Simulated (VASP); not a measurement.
Write the native input for VASP 6.6.1 that does the following.

```yaml
Task: single point
Functional: LDA
Potentials_or_basis: VASP PAW LDA potentials, release 64 (Zr_sv, In_d)
Cutoff: 520 eV
k_mesh: 12 × 12 × 8
Occupations: fermi-dirac, width 0.05 eV
Spin: no spin polarisation
Dipole_correction: no
Further_INCAR_settings: ALGO = Normal; EDIFF = 1e-06; NBANDS = 20
```

The structure of ZrIn lies in POSCAR:

```
ZrIn
1.0
    3.1520244363      0.0000000000      0.0000000000
    0.0000000000      3.1520244363      0.0000000000
    0.0000000000      0.0000000000      4.4220101050
Zr In
1 1
Direct
    0.0000000000      0.0000000000      0.0000000000
    0.5000000000      0.5000000000      0.5000000000
```

One way to write it, as run:

INCAR

```
SYSTEM = ZrIn
PREC = Accurate
ENCUT = 520
EDIFF = 1E-6
ISMEAR = -1
SIGMA = 0.05
LREAL = .FALSE.
LASPH = .TRUE.
NELM = 100
ALGO = Normal
ISIF = 2
LWAVE = .FALSE.
LCHARG = .TRUE.
GGA = CA
LELF = .TRUE.
LVHAR = .TRUE.
NBANDS = 20
```

KPOINTS

```
Automatic mesh
0
G
  12 12 8
  0 0 0
```

Potentials or basis: VASP PAW LDA potentials, release 64 (Zr_sv, In_d).

Run with:

```console
$ cat potpaw_LDA.64/Zr_sv/POTCAR potpaw_LDA.64/In_d/POTCAR > POTCAR
$ mpirun -np 1 vasp_std > vasp.out
```

Results of the run:

```
Pressure               : -5.9 GPa
Band gap on the k mesh : zero (an odd number of electrons rules out a gap without spin polarisation)
```

Caveat: the cell stands under tension; spin-orbit coupling is left out, which moves the levels of the heavy elements.

Run time: 56 s on 1 thread of AMD EPYC 9R45 (Zen 5) (shared host), peak memory 0.2 GiB.
